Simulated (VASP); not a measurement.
# SnTe in VASP: further runs

The runs below take SnTe through relaxation of cell and atoms, single point, with r2SCAN+rVV10, PBEsol, PBE-based screened hybrid, PBEsol+D3(BJ).

All numbers are computed with VASP 6.6.1; they aren't measurements. Logs are shortened: lines on timing, memory, paths and dates and some standing lists are left out, and cuts for length are marked.

## 1. The cell of the first run

The structure is cubic, space group Fm-3m (No. 225). Conventional cell: a = 6.302 Å, b = 6.302 Å, c = 6.302 Å, α = 90.00°, β = 90.00°, γ = 90.00°. Te (site symmetry m-3m) has 6 Sn at 3.15 Å within 4.1 Å. Within 4.1 Å of Sn (site symmetry m-3m) lie 6 Te at 3.15 Å.

## 2. Relaxation of cell and atoms, r2SCAN+rVV10

Contents of POSCAR:

```
SnTe
1.0
    0.0000000000      3.1508500000      3.1508500000
    3.1508500000      0.0000000000      3.1508500000
    3.1508500000      3.1508500000      0.0000000000
Te Sn
1 1
Direct
    0.5000000000      0.5000000000      0.5000000000
    0.0000000000      0.0000000000      0.0000000000
```

Contents of INCAR.step1:

```
SYSTEM = SnTe
PREC = Accurate ; ENCUT = 600
ISMEAR = -1 ; SIGMA = 0.05
LREAL = .FALSE. ; LASPH = .TRUE.
NELM = 100 ; GGA = PE
ALGO = Normal ; EDIFF = 1E-4
LWAVE = .TRUE. ; LCHARG = .FALSE.
```

Contents of INCAR.step2:

```
SYSTEM = SnTe
PREC = Accurate ; ENCUT = 600
EDIFF = 1E-6 ; ISMEAR = -1
SIGMA = 0.05 ; LREAL = .FALSE.
LASPH = .TRUE. ; NELM = 100
ALGO = Normal ; ISIF = 3
LWAVE = .FALSE. ; LCHARG = .FALSE.
METAGGA = R2SCAN ; LMIXTAU = .TRUE.
LUSE_VDW = .TRUE. ; IVDW_NL = 2
BPARAM = 11.95 ; CPARAM = 0.0093
IBRION = 2 ; NSW = 60
EDIFFG = -0.01 ; ISTART = 1
```

Contents of KPOINTS:

```
regular mesh
0
G
  7 7 7
  0 0 0
```

Potentials or basis: VASP PAW PBE potentials, release 64 (Te, Sn_d).

On the command line:

```sh
cat potpaw_PBE.64/Te/POTCAR potpaw_PBE.64/Sn_d/POTCAR > POTCAR
cp INCAR.step1 INCAR
mpirun -np 1 vasp_std > vasp.out
cp INCAR.step2 INCAR
mpirun -np 1 vasp_std > vasp.out
```

OUTCAR:

```text
SYSTEM = SnTe
   PREC = Accurate
   ENCUT = 600
   EDIFF = 1E-6
   ISMEAR = -1
   LREAL = .FALSE.
   LASPH = .TRUE.
   NELM = 100
   ISIF = 3
   METAGGA = R2SCAN
   IVDW_NL = 2
   BPARAM = 11.95
   IBRION = 2
   NSW = 60
   EDIFFG = -0.01
   ISTART = 1

 ion  position               nearest neighbor table
   1  0.500  0.500  0.500-   2 3.15   2 3.15   2 3.15   2 3.15   2 3.15   2 3.15
   2  0.000  0.000  0.000-   1 3.15   1 3.15   1 3.15   1 3.15   1 3.15   1 3.15

  LATTYP: Found a face centered cubic cell.
 ALAT       =     6.3017000000

  Lattice vectors:

 A1 = (   0.0000000000,   3.1508500000,   3.1508500000)
 A2 = (   3.1508500000,   0.0000000000,   3.1508500000)
 A3 = (   3.1508500000,   3.1508500000,   0.0000000000)

Analysis of symmetry for initial positions (statically):
=====================================================================
 Subroutine PRICEL returns:
 Original cell was already a primitive cell.

 Routine SETGRP: Setting up the symmetry group for a
 face centered cubic supercell.

 Subroutine GETGRP returns: Found 48 space group operations
 (whereof 48 operations were pure point group operations)
 out of a pool of 48 trial point group operations.

The static configuration has the point symmetry O_h .

Analysis of symmetry for dynamics (positions and initial velocities):
=====================================================================
 Subroutine PRICEL returns:
 Original cell was already a primitive cell.

 Routine SETGRP: Setting up the symmetry group for a
 face centered cubic supercell.

 Subroutine GETGRP returns: Found 48 space group operations
 (whereof 48 operations were pure point group operations)
 out of a pool of 48 trial point group operations.

The dynamic configuration has the point symmetry O_h .

 Subroutine INISYM returns: Found 48 space group operations
 (whereof 48 operations are pure point group operations),
 and found     1 'primitive' translations

----------------------------------------------------------------------------------------

                                     Primitive cell

  volume of cell :      62.5624

  direct lattice vectors                    reciprocal lattice vectors
     0.000000000  3.150850000  3.150850000    -0.158687338  0.158687338  0.158687338
     3.150850000  0.000000000  3.150850000     0.158687338 -0.158687338  0.158687338
     3.150850000  3.150850000  0.000000000     0.158687338  0.158687338 -0.158687338

  length of vectors
     4.455974803  4.455974803  4.455974803     0.274854533  0.274854533  0.274854533

  position of ions in fractional coordinates (direct lattice)
     0.500000000  0.500000000  0.500000000
     0.000000000  0.000000000  0.000000000

  ion indices of the primitive-cell ions
   primitive index   ion index
                 1           1
                 2           2

----------------------------------------------------------------------------------------

 KPOINTS: regular mesh

Automatic generation of k-mesh.
 Grid dimensions read from file:
 generate k-points for:    7    7    7

 Generating k-lattice:

  Cartesian coordinates                     Fractional coordinates (reciprocal lattice)
    -0.022669620  0.022669620  0.022669620     0.142857143  0.000000000  0.000000000
     0.022669620 -0.022669620  0.022669620     0.000000000  0.142857143  0.000000000
     0.022669620  0.022669620 -0.022669620     0.000000000  0.000000000  0.142857143

  Length of vectors
     0.039264933  0.039264933  0.039264933

  Shift w.r.t. Gamma in fractional coordinates (k-lattice)
     0.000000000  0.000000000  0.000000000

 Subroutine IBZKPT returns following result:
 ===========================================

 Found     20 irreducible k-points:

 Following reciprocal coordinates:
            Coordinates               Weight
  0.000000  0.000000  0.000000      1.000000
  0.142857  0.000000  0.000000      8.000000
  0.285714  0.000000  0.000000      8.000000
  0.428571  0.000000  0.000000      8.000000
  0.142857  0.142857  0.000000      6.000000
  0.285714  0.142857  0.000000     24.000000
[... 12 lines left out ...]
 -0.428571  0.428571  0.142857     24.000000
 -0.285714  0.428571  0.142857     24.000000
   k-points           NKPTS =     20   k-points in BZ     NKDIM =     20   number of bands    NBANDS=     14
   number of dos      NEDOS =    301   number of ions     NIONS =      2
   total plane-waves  NPLWV =  46656
   dimension x,y,z NGX =    36 NGY =   36 NGZ =   36
   dimension x,y,z NGXF=    72 NGYF=   72 NGZF=   72
   ions per type =               1   1
   NGX,Y,Z   is equivalent  to a cutoff of  13.43, 13.43, 13.43 a.u.
   NGXF,Y,Z  is equivalent  to a cutoff of  26.86, 26.86, 26.86 a.u.
 SYSTEM =  SnTe
   PREC   = accura    normal or accurate (medium, high low for compatibility)
   ISTART =      1    job   : 0-new  1-cont  2-samecut
   ICHARG =      0    charge: 1-file 2-atom 10-const
   ISPIN  =      1    spin polarized calculation?
   LNONCOLLINEAR =      F non collinear calculations
   LSORBIT =      F    spin-orbit coupling
   LASPH  =      T    aspherical Exc in radial PAW
   ENCUT  =  600.0 eV  44.10 Ry    6.64 a.u.   8.90  8.90  8.90*2*pi/ulx,y,z
   NELM   =    100;   NELMIN=  2; NELMDL=  0     # of ELM steps
   EDIFF  = 0.1E-05   stopping-criterion for ELM
   LREAL  =      F    real-space projection
   EDIFFG = -.1E-01   stopping-criterion for IOM
   NSW    =     60    number of steps for IOM
   IBRION =      2    ionic relax: 0-MD 1-quasi-New 2-CG
   NFREE  =      1    steps in history (QN), initial steepest desc. (CG)
   ISIF   =      3    stress and relaxation
   ISYM   =      2    0-nonsym 1-usesym 2-fastsym
   POTIM  = 0.5000    time-step for ionic-motion
   TEBEG  =    0.0;   TEEND  =   0.0 temperature during run
   PSTRESS=    0.0 pullay stress
   NELECT =      20.0000    total number of electrons
   NUPDOWN=      -1.0000    fix difference up-down
   EMIN   =  10.00;   EMAX   =-10.00  energy-range for DOS
   EFERMI =   0.00;   METHOD = LEGACY
   ISMEAR =    -1;   SIGMA  =   0.05  broadening in eV -4-tet -1-fermi 0-gaus
   EFERMI_NEDOS =   21; number of points for ismear=-14 and -15
   IALGO  =     38    algorithm
   IMIX   =      4    mixing-type and parameters
     AMIX     =   0.40;   BMIX     =  1.00
     AMIX_MAG =   1.60;   BMIX_MAG =  1.00
  volume/ion in A,a.u.               =      31.28       211.10
  Fermi-wavevector in a.u.,A,eV,Ry     =   1.119387  2.115336 17.048485  1.253028
  Thomas-Fermi vector in A             =   2.256026
   LORBIT       =      0    0 simple, 1 ext, 2 COOP (PROOUT), +10 PAW based schemes
   METAGGA = R2SCAN    functional components
   LHFCALC =     F    Hartree Fock is set to
   AEXX    =    0.0000 exact exchange contribution
   IVDW_NL    =     2    kernel type
   BPARAM     =11.9500
   IVDW    =     0    specifies the selected vdW correction
   LEPSILON=     F    determine dielectric tensor
   LRPA    =     F    only Hartree local field effects (RPA)
 conjugate gradient relaxation of ions
 non-spin polarized calculation
  energy-cutoff  :      600.00
  volume of cell :       62.56
 maximum number of plane-waves:      2106
   NGX = 17   NGY = 17   NGZ = 17

--------------------------------------- Ionic step        1  -------------------------------------------

 number of electron      19.9999998 magnetization

 Free energy of the ion-electron system (eV)
  ---------------------------------------------------
  ext. energy  EPLUGINS =         0.00000000
  ---------------------------------------------------
  free energy    TOTEN  =       -50.15171791 eV

  energy without entropy =      -50.15160337  energy(sigma->0) =      -50.15166064

------------------------ aborting loop because EDIFF is reached ----------------------------------------

  FORCE on cell =-STRESS in cart. coord.  units (eV):
  Direction    XX          YY          ZZ          XY          YZ          ZX
  --------------------------------------------------------------------------------------
  -------------------------------------------------------------------------------------
  Total        0.3172224      0.3172224      0.3172224      0.0000000      0.0000000     -0.0000000
  in kB        8.1238386      8.1238386      8.1238386      0.0000000      0.0000000     -0.0000000
  external PRESSURE =       8.1238386 kB  Pullay stress =       0.0000000 kB

 VOLUME and BASIS-vectors are now :
 -----------------------------------------------------------------------------
  energy-cutoff  :      600.00
  volume of cell :       62.56
      direct lattice vectors                 reciprocal lattice vectors
     0.000000000  3.150850000  3.150850000    -0.158687338  0.158687338  0.158687338
     3.150850000  0.000000000  3.150850000     0.158687338 -0.158687338  0.158687338
     3.150850000  3.150850000  0.000000000     0.158687338  0.158687338 -0.158687338
[... 37 lines left out ...]
 POSITION                                       TOTAL-FORCE (eV/Angst)
 -----------------------------------------------------------------------------------
      3.17496      3.17496      3.17496        -0.000000      0.000000     -0.000000
      6.34992      3.17496      3.17496         0.000000     -0.000000      0.000000
 -----------------------------------------------------------------------------------
    total drift:                                0.000000      0.000000      0.000000

  FREE ENERGIE OF THE ION-ELECTRON SYSTEM (eV)
  ---------------------------------------------------
  free  energy   TOTEN  =       -50.1538689978 eV

  energy  without entropy=      -50.1537964593  energy(sigma->0) =      -50.15383273

--------------------------------------- Ionic step        3  -------------------------------------------

 number of electron      20.0000000 magnetization

 Free energy of the ion-electron system (eV)
  ---------------------------------------------------
  ext. energy  EPLUGINS =         0.00000000
  ---------------------------------------------------
  free energy    TOTEN  =       -50.15424381 eV

  energy without entropy =      -50.15416163  energy(sigma->0) =      -50.15420272

 E-fermi :   6.8539     XC(G=0): -10.0347

 val. band max:        6.5481297383   @ k =   0.4286   0.0000   0.0000
 cond. band min:       7.2130859039   @ k =   0.4286   0.0000   0.0000
 fundamental gap:      0.6649561656
 Fermi energy:         6.8538582940

 k-point     1 :       0.0000    0.0000    0.0000
  band No.  band energies     occupation
      1     -15.9223      2.00000
      2     -15.9223      2.00000
      3     -15.9117      2.00000
      4     -15.9117      2.00000
      5     -15.9117      2.00000
      6      -6.5821      2.00000
      7       2.0004      2.00000
      8       4.3564      2.00000
      9       4.3565      2.00000
     10       4.3565      2.00000
     11      10.1959      0.00000
     12      10.1960      0.00000
     13      10.1960      0.00000
     14      11.7605      0.00000

 k-point     2 :       0.1429    0.0000    0.0000
  band No.  band energies     occupation
      1     -15.9231      2.00000
      2     -15.9231      2.00000
      3     -15.9114      2.00000
      4     -15.9107      2.00000
      5     -15.9107      2.00000
      6      -6.4052      2.00000
      7       1.0118      2.00000
      8       4.3925      2.00000
      9       4.3925      2.00000
     10       5.0758      2.00000
[... 330 lines left out ...]
 POSITION                                       TOTAL-FORCE (eV/Angst)
 -----------------------------------------------------------------------------------
      3.16804      3.16804      3.16804         0.000000      0.000000      0.000000
     -0.00000      0.00000      0.00000        -0.000000     -0.000000     -0.000000
 -----------------------------------------------------------------------------------
    total drift:                               -0.000000      0.000000      0.000000

  FREE ENERGIE OF THE ION-ELECTRON SYSTEM (eV)
  ---------------------------------------------------
  free  energy   TOTEN  =       -50.1542438060 eV

  energy  without entropy=      -50.1541616254  energy(sigma->0) =      -50.15420272

 reached required accuracy - stopping structural energy minimisation
```

Wall time 6.2 min (1 thread of Intel Xeon 6975P-C, shared host); peak memory 0.41 GiB.

Results:

```
Free energy                            : -50.1542 eV
Relaxed volume                         : 31.80 Å³/atom
Relaxed cell                           : a = 4.480 Å, b = 4.480 Å, c = 4.480 Å, α = 60.00°, β = 60.00°, γ = 60.00°
Space group after relaxing (to 0.05 Å) : Fm-3m (No. 225)
Energy gained by relaxing              : 1.3 meV/atom
Ionic steps                            : 3
Pressure after relaxing                : 0.0 GPa
```

The path:
```tsv
step	energy change (eV)	largest force (eV/Å)	pressure (GPa)	volume (Å³)
1	0.0000	0.0000	0.81	62.56
2	-0.0022	0.0000	-0.29	64.01
3	-0.0025	0.0000	0.00	63.59
```

Final structure:
```xyz
2
Lattice="0.0000 3.1680 3.1680 3.1680 0.0000 3.1680 3.1680 3.1680 0.0000" Properties=species:S:1:pos:R:3 pbc="T T T"
Te    3.1680    3.1680    3.1680
Sn    0.0000    0.0000    0.0000
```

Caveat: this odd mesh misses L, where the gap lies, so gap, dielectric constants and Born charges aren't listed; the PAW data sets were made with another functional, which shifts forces and pressure a little; spin-orbit coupling is left out, which moves the levels of the heavy elements. Zero-point motion and thermal expansion aren't in these numbers.

## 3. Single point, PBEsol (atoms moved at random)

Contents of INCAR:

```
SYSTEM = SnTe
ALGO     = Normal         ! electronic algorithm
EDIFF    = 1E-6           ! SCF threshold, eV
ENCUT    = 520            ! plane-wave cutoff, eV
GGA      = PS             ! functional
ISIF     = 2              ! what is computed and relaxed
ISMEAR   = -1             ! smearing method
LASPH    = .TRUE.         ! aspherical terms in the spheres
LCHARG   = .FALSE.        ! write CHGCAR
LREAL    = .FALSE.        ! projectors in reciprocal space
LWAVE    = .FALSE.        ! write WAVECAR
NBANDS   = 17             ! bands
NELM     = 60             ! most SCF steps
PREC     = Accurate       ! precision mode
SIGMA    = 0.05           ! smearing width, eV
```

Contents of KPOINTS:

```
k-points
0
G
  7 7 7
  0 0 0
```

Contents of POSCAR:

```
SnTe
1.0
    0.0000000000      3.1508500000      3.1508500000
    3.1508500000      0.0000000000      3.1508500000
    3.1508500000      3.1508500000      0.0000000000
Te Sn
1 1
Direct
    0.5104120000      0.4941380000      0.5059000000
    0.0035920000     -0.0098350000     -0.0035280000
```

Potentials or basis: VASP PAW PBE potentials, release 64 (Te, Sn_d).

On the command line:

```sh
cat potpaw_PBE.64/Te/POTCAR potpaw_PBE.64/Sn_d/POTCAR > POTCAR
mpirun -np 1 vasp_std > vasp.out
```

Run time: 2.4 min. Hardware: 1 thread of Intel Xeon 6975P-C, shared host; peak memory 0.34 GiB.

It converged, with:

| Quantity | Value |
| --- | --- |
| Free energy | -8.3441 eV |
| Pressure | -0.3 GPa |
| Largest force | 0.013 eV/Å |
| Band gap on the k mesh | 0.66 eV, direct |

Forces on the atoms (eV/Å):
```
Te  -0.007 -0.009 -0.006
Sn   0.007  0.009  0.006
```

Levels at points of the mesh, in eV from the valence-band top:
```csv
k point,band 6,band 7,band 8,band 9,band 10,band 11,band 12,band 13,band 14,band 15
"(0.00, 0.00, 0.00)",-12.55,-4.42,-1.86,-1.86,-1.84,3.56,3.60,3.61,5.01,5.02
```

Caveat: the cell differs from its parent crystal (atoms moved at random); the PAW data sets were made with another functional, which shifts forces and pressure a little; spin-orbit coupling is left out, which moves the levels of the heavy elements. A k mesh can miss the band edges.

[end of part 1 of 3]
